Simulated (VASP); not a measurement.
A run of VASP 6.6.1:

INCAR

```
PREC = Accurate
ENCUT = 600
EDIFF = 1E-6
ISMEAR = -1
SIGMA = 1.0
LREAL = F
LASPH = T
NELM = 120
ALGO = Normal
ISIF = 2
LWAVE = F
LCHARG = F
GGA = PE
NBANDS = 66
GGA_COMPAT = F
```

KPOINTS

```
regular mesh
0
Gamma
  3 3 3
```

POSCAR

```
AlNi
1.0
    6.0055147444      0.0000000000      0.0000000000
    0.0000000000      6.0055147444      0.0000000000
    0.0000000000      0.0000000000      6.0055147444
Al Ni
8 8
Direct
    0.2500000000      0.2500000000      0.2500000000
    0.2500000000      0.2500000000      0.7500000000
    0.2500000000      0.7500000000      0.2500000000
    0.2500000000      0.7500000000      0.7500000000
    0.7500000000      0.2500000000      0.2500000000
    0.7500000000      0.2500000000      0.7500000000
    0.7500000000      0.7500000000      0.2500000000
    0.7500000000      0.7500000000      0.7500000000
    0.0000000000      0.0000000000      0.0000000000
    0.0000000000      0.0000000000      0.5000000000
    0.0000000000      0.5000000000      0.0000000000
    0.0000000000      0.5000000000      0.5000000000
    0.5000000000      0.0000000000      0.0000000000
    0.5000000000      0.0000000000      0.5000000000
    0.5000000000      0.5000000000      0.0000000000
    0.5000000000      0.5000000000      0.5000000000
```

Potentials or basis: VASP PAW PBE potentials, release 64 (Al, Ni).

Run with:

```console
$ cat potpaw_PBE.64/Al/POTCAR potpaw_PBE.64/Ni/POTCAR > POTCAR
$ mpirun -np 1 vasp_std > vasp.out
```

Hardware: 1 thread of Intel Xeon 8259CL, with other jobs on the host.

Q: How long does it take, and how much memory?

A: Run time: 3.5 min on 1 thread of Intel Xeon 8259CL, on a shared host, peak memory 0.33 GiB. Counts: scf iterations 21, k points 4.
